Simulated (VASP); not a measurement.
The system is WSe2.

```
W Se
1.0
     1.64330    0.94876    6.49727
    -1.64330    0.94876    6.49727
     0.00000   -1.89752    6.49727
W Se
1 2
Cartesian
  0.0000 0.0000 0.0000
  0.0000 0.0000 4.8000
  0.0000 0.0000 14.6918
```

Base run:

* Program: VASP 6.6.1
* Functional: r2SCAN
* Potentials or basis: VASP PAW PBE potentials, release 64 (W_sv, Se)
* Cutoff: 520 eV
* k mesh: 10 × 10 × 10
* Occupations: fermi-dirac, width 0.02 eV
* Spin: no spin polarisation

Its results: band gap on the k mesh zero (bands 13 and 14 overlap by 0.50 eV); pressure 1.7 GPa; largest force 0.043 eV/Å.

Task: The run is repeated on the same cell with these changes: functional from r2SCAN to PBE; further incar settings from ALGO = Normal; EDIFF = 1e-07; NBANDS = 20 to ALGO = Normal; EDIFF = 1e-06; NBANDS = 20. What comes out?

Result: Band gap on the k mesh zero (bands 13 and 14 overlap by 0.43 eV); pressure 3.5 GPa; largest force 0.357 eV/Å.

Caveats: spin-orbit coupling is left out, which moves the levels of the heavy elements; the PAW data sets were made with another functional, which shifts forces and pressure a little (at least some runs); the cell stands under pressure (at least some runs).
